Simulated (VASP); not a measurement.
Set up this calculation in VASP 6.6.1, as the native input.

```yaml
Task: single point
Functional: PBE
Potentials_or_basis: VASP PAW PBE potentials, release 64 (Sc_sv, Al)
Cutoff: 520 eV
k_mesh: 7 × 7 × 7
Occupations: fermi-dirac, width 0.05 eV
Spin: no spin polarisation
Dipole_correction: no
Further_INCAR_settings: ALGO = Normal; EDIFF = 1e-06; NBANDS = 18
```

The structure of ScAl3 lies in POSCAR:

```
ScAl3
1.0
    4.0878065700      0.0000000000      0.0000000000
    0.0000000000      4.0878065700      0.0000000000
    0.0000000000      0.0000000000      4.0878065700
Sc Al
1 3
Direct
    0.0000000000      0.0000000000      0.0000000000
    0.5000000000      0.5000000000      0.0000000000
    0.0000000000      0.5000000000      0.5000000000
    0.5000000000      0.0000000000      0.5000000000
```

The input as run:

INCAR

```
SYSTEM = ScAl3
ALGO = Normal
EDIFF = 1E-6
ENCUT = 520
GGA = PE
ISIF = 2
ISMEAR = -1
LASPH = .TRUE.
LCHARG = .FALSE.
LREAL = .FALSE.
LWAVE = .FALSE.
NBANDS = 18
NELM = 60
PREC = Accurate
SIGMA = 0.05
```

KPOINTS

```
k-points
0
G
  7 7 7
  0 0 0
```

Potentials or basis: VASP PAW PBE potentials, release 64 (Sc_sv, Al).

Launch:

```bash
$ cat potpaw_PBE.64/Sc_sv/POTCAR potpaw_PBE.64/Al/POTCAR > POTCAR
$ mpirun -np 1 vasp_std > vasp.out
```

It gave:

```
Pressure               : 1.1 GPa
Band gap on the k mesh : zero (band 10 reaches 8.28 eV, above the bottom of band 11 at 4.60 eV)
```

It took 19 s on 1 thread of Intel(R) Xeon(R) Platinum 8488C (Sapphire Rapids) (shared host), peak memory 0.17 GiB.
